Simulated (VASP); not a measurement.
Set up this calculation in VASP 6.6.1, as the native input.

| Item | Value |
| --- | --- |
| Task | single point |
| Functional | PBEsol |
| Potentials or basis | VASP PAW PBE potentials, release 64 (Mg, O) |
| Cutoff | 600 eV |
| k mesh | 3 × 3 × 3 |
| Occupations | fermi-dirac, width 0.01 eV |
| Spin | no spin polarisation |
| Dipole correction | no |
| Further INCAR settings | ALGO = Normal; EDIFF = 1e-06; NBANDS = 11 |

The structure of MgO (Periclase) lies in POSCAR:

```
MgO
1.0
    0.0000000000      2.1085000000      2.1085000000
    2.1085000000      0.0000000000      2.1085000000
    2.1085000000      2.1085000000      0.0000000000
Mg O
1 1
Direct
    0.0000000000      0.0000000000      0.0000000000
    0.5000000000      0.5000000000      0.5000000000
```

One way to write it, as run:

INCAR

```
PREC     = Accurate       # precision mode
ENCUT    = 600            # plane-wave cutoff, eV
EDIFF    = 1E-6           # SCF threshold, eV
ISMEAR   = -1             # smearing method
SIGMA    = 0.01           # smearing width, eV
LREAL    = F              # projectors in reciprocal space
LASPH    = T              # aspherical terms in the spheres
NELM     = 120            # most SCF steps
ALGO     = Normal         # electronic algorithm
ISIF     = 2              # what is computed and relaxed
LWAVE    = F              # write WAVECAR
LCHARG   = T              # write CHGCAR
GGA      = PS             # functional
LELF     = T              # ELF
LVHAR    = T            
NBANDS   = 11             # bands
GGA_COMPAT= F
```

KPOINTS

```
regular mesh
0
Gamma
  3 3 3
```

Potentials or basis: VASP PAW PBE potentials, release 64 (Mg, O).

The run is started by

```bash
$ cat potpaw_PBE.64/Mg/POTCAR potpaw_PBE.64/O/POTCAR > POTCAR
$ mpirun -np 1 vasp_std > vasp.out
```

Results of the run:

| Property | Result |
| --- | --- |
| Pressure | -0.6 GPa |
| Band gap on the k mesh | 4.55 eV, direct |

Caveat: the k points lie up to 0.86 Å⁻¹ apart; the PAW data sets were made with another functional, which shifts forces and pressure a little.

Run time: 2.6 s on 1 thread of Intel Xeon 6975P-C (shared host), peak memory 0.13 GiB.
